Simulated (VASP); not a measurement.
Sn, 4 atoms in the cell. Symmetry: P6_3/mmc, No. 194, hexagonal system. Conventional cell: a = 3.113 Å, b = 3.113 Å, c = 10.112 Å, α = 90.00°, β = 90.00°, γ = 120.00°. Sn (site symmetry -3m) has 12 Sn at 3.10 to 3.11 Å within 4.1 Å. Sn (site symmetry -6m2) has 12 Sn at 3.10 to 3.11 Å within 4.1 Å. 

```yaml
Program: VASP 6.6.1
Task: relaxation of shape and atoms at fixed volume
Functional: PBE
Potentials_or_basis: VASP PAW PBE potentials, release 64 (Sn_d)
Cutoff: 600 eV
k_mesh: 12 × 12 × 3
Occupations: fermi-dirac, width 0.1 eV
Spin: no spin polarisation
Dipole_correction: no
Further_INCAR_settings: ALGO = Normal; EDIFF = 1e-06; IBRION = 2; EDIFFG = -0.005; NSW = 50; ISIF = 4
```

Potentials or basis: VASP PAW PBE potentials, release 64 (Sn_d).

Launch:

```console
$ cat potpaw_PBE.64/Sn_d/POTCAR > POTCAR
$ mpirun -np 1 vasp_std > vasp.out
```

Hardware: 1 thread of Intel(R) Xeon(R) Platinum 8488C (Sapphire Rapids), with other jobs on the host.

Estimate the wall time of this run.

Run time: 2.3 min on 1 thread of Intel(R) Xeon(R) Platinum 8488C (Sapphire Rapids) (shared host), peak memory 0.29 GiB. Counts: scf iterations 18, k points 38, ion steps 2.
